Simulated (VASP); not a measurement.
Set up this calculation in VASP 6.6.1, as the native input.

| Quantity | Value |
| --- | --- |
| Task | single point |
| Functional | LDA |
| Potentials or basis | VASP PAW LDA potentials, release 64 (Li_sv, Cl) |
| Cutoff | 520 eV |
| k mesh | 8 × 8 × 5 |
| Occupations | gaussian, width 0.01 eV |
| Spin | no spin polarisation |
| Dipole correction | no |
| Further INCAR settings | ALGO = Normal; EDIFF = 1e-06; NBANDS = 18 |

The structure of LiCl lies in POSCAR:

```
LiCl
1.0
    3.9248820000      0.0000000000      0.0000000000
   -1.9624410000      3.3990480000      0.0000000000
    0.0000000000      0.0000000000      6.3571610000
Li Cl
2 2
Direct
    0.6666666667      0.3333333333      0.8760170000
    0.3333333333      0.6666666667      0.3760170000
    0.6666666667      0.3333333333      0.4989840000
    0.3333333333      0.6666666667      0.9989840000
```

These files were run (other wordings do the same):

INCAR

```
ALGO     = Normal         # electronic algorithm
EDIFF    = 1E-6           # SCF threshold, eV
ENCUT    = 520            # plane-wave cutoff, eV
ISIF     = 2              # what is computed and relaxed
ISMEAR   = 0              # smearing method
LASPH    = T              # aspherical terms in the spheres
LCHARG   = F              # write CHGCAR
LREAL    = F              # projectors in reciprocal space
LWAVE    = F              # write WAVECAR
NBANDS   = 18             # bands
NELM     = 60             # most SCF steps
PREC     = Accurate       # precision mode
SIGMA    = 0.01           # smearing width, eV
```

KPOINTS

```
k-points
0
Gamma
  8 8 5
```

Potentials or basis: VASP PAW LDA potentials, release 64 (Li_sv, Cl).

Run with:

```console
$ cat potpaw_LDA.64/Li_sv/POTCAR potpaw_LDA.64/Cl/POTCAR > POTCAR
$ mpirun -np 1 vasp_std > vasp.out
```

Results of the run:

- Largest force: 0.016 eV/Å
- Band gap on the k mesh: 5.53 eV, direct

Wall time 31 s on 1 thread of AMD EPYC 7R13 Processor (Zen 3), with other jobs on the host, peak memory 0.14 GiB.
